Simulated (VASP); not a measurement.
Crystal: SrTiO.

```
CELL_PARAMETERS angstrom
3.26943 0.00000 0.00000
0.00000 3.26943 0.00000
0.00000 0.00000 5.23910
ATOMIC_POSITIONS crystal
Sr 0.50000 0.50000 0.50000
Ti 0.50000 0.50000 0.00000
O 0.00000 0.00000 0.00000
```

The cell was generated, and may not be a known phase.

- Program: VASP 6.6.1
- Task: relaxation of cell and atoms
- Functional: PBE
- Potentials or basis: VASP PAW PBE potentials, release 64 (Sr_sv, Ti_sv, O)
- Cutoff: 600 eV
- k mesh: 6 × 6 × 4
- Occupations: gaussian, width 0.1 eV
- Spin: collinear spin
- Starting moments: [0.0, 1.0, 0.0] μB

At the start: pressure -0.0 GPa; volume 18.67 Å³/atom.

Task: Where does the relaxation end?

Result: Over 9 steps the energy falls by 613.7 meV/atom and the volume is 20.18 Å³/atom (+8.1 %); space group P4/mmm (No. 123, to 0.1 Å) before and after; moment 0.15 μB per cell.

Step by step:
| step | energy change (eV) | largest force (eV/Å) | pressure (GPa) | volume (Å³) |
| --- | --- | --- | --- | --- |
| 1 | 0.0000 | 0.0000 | -0.02 | 56.00 |
| 2 | -1.4746 | 0.0000 | 2.19 | 55.15 |
| 3 | -1.2410 | 0.0000 | 18.65 | 52.35 |
| 4 | -1.7158 | 0.0000 | 6.69 | 54.15 |
| 5 | -1.7127 | 0.0000 | 7.34 | 54.03 |
| 6 | -1.8360 | 0.0000 | -1.14 | 61.48 |
| 7 | -1.8390 | 0.0000 | -0.23 | 60.29 |
| 8 | -1.8390 | 0.0000 | -0.32 | 60.42 |
| 9 | -1.8412 | 0.0000 | -0.03 | 60.53 |

Final structure:
```
Sr Ti O
1.0
     2.97255    0.00000    0.00000
     0.00000    2.97255    0.00000
     0.00000    0.00000    6.85033
Sr Ti O
1 1 1
Direct
  0.50000 0.50000 0.50000
  0.50000 0.50000 0.00000
  0.00000 0.00000 0.00000
```

Caveat: a moment this small can come from the mesh or the smearing; a cell axis changed by over 15 % at a fixed basis, so the end point is rough.
